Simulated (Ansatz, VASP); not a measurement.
## CsTlH4 in VASP and in Ansatz

INCAR

```
ALGO     = Normal         # electronic algorithm
EDIFF    = 1E-6           # SCF threshold, eV
EDIFFG   = -0.01          # ionic threshold
ENCUT    = 600            # plane-wave cutoff, eV
GGA      = PE             # functional
IBRION   = 2              # ionic algorithm
ISIF     = 3              # what is computed and relaxed
ISMEAR   = 0              # smearing method
LASPH    = True           # aspherical terms in the spheres
LCHARG   = False          # write CHGCAR
LREAL    = False          # projectors in reciprocal space
LWAVE    = False          # write WAVECAR
NELM     = 100            # most SCF steps
NSW      = 100            # ionic steps
PREC     = Accurate       # precision mode
SIGMA    = 0.1            # smearing width, eV
```

The input KPOINTS:

```
k-points
0
Gamma
  8 8 8
```

The input POSCAR:

```
CsTlH4
1.0
    0.0000000000      3.8386551400      3.8386551400
    3.8386551400      0.0000000000      3.8386551400
    3.8386551400      3.8386551400      0.0000000000
Cs Tl H
1 1 4
Direct
    0.7500000000      0.7500000000      0.7500000000
    0.0000000000      0.0000000000      0.0000000000
    0.8750850300      0.3749716600      0.3749716600
    0.3749716600      0.3749716600      0.3749716600
    0.3749716600      0.8750850300      0.3749716600
    0.3749716600      0.3749716600      0.8750850300
```

Input for Ansatz:

```yaml
crystal:
  lattice:
    - [0.0, 3.83865514, 3.83865514]
    - [3.83865514, 0.0, 3.83865514]
    - [3.83865514, 3.83865514, 0.0]
  atoms:
    - { symbol: Cs, position: [0.75, 0.75, 0.75] }
    - { symbol: Tl, position: [0.0, 0.0, 0.0] }
    - { symbol: H, position: [0.87508503, 0.37497166, 0.37497166] }
    - { symbol: H, position: [0.37497166, 0.37497166, 0.37497166] }
    - { symbol: H, position: [0.37497166, 0.87508503, 0.37497166] }
    - { symbol: H, position: [0.37497166, 0.37497166, 0.87508503] }
basis:
  ecutwfc: 420
kpoints:
  mp_grid: { grid: [8, 8, 8] }
hamiltonian:
  xc: pbe
scf:
  occupations: { method: gaussian, width: 0.1 }
output:
  forces: true
  stress: true
  eigenvalues: true
  write_density: true
  write_potential: true
  elf: true
  volumetric_format: npy
relax:
  adjacent_minimum: "off"
  f_tol: 0.01
  max_steps: 80
  cell: { stress_tol: 0.05 }
```

Change from the starting cell: species swapped into the CeYNi4 type (F-43m, No. 216).

Alike in both runs: task relaxation of cell and atoms; functional PBE; k mesh 8 × 8 × 8; occupations gaussian, width 0.1 eV; no spin polarisation.

|  | VASP | Ansatz |
| --- | --- | --- |
| version | VASP 6.6.1 | Ansatz 0.2.0 |
| potentials or method | VASP PAW PBE potentials, release 64 (Cs_sv, Tl_d, H), cutoff 600 eV | scalar-relativistic, plane waves, PAW |
| valence electrons in the cell | 26 | 26 |

```tsv
	VASP	Ansatz	Ansatz less VASP
gap on the k mesh at the Fermi level, each at its own relaxed structure (eV)	none	none	-
relaxed volume (Å³/atom)	18.86	18.86	0.000
relaxed cell length with the largest relative difference (Å)	5.429	5.429	0.0000
```

A gap of «none» marks a metal or a gap that the smearing closes.

Spin-orbit coupling is off throughout.
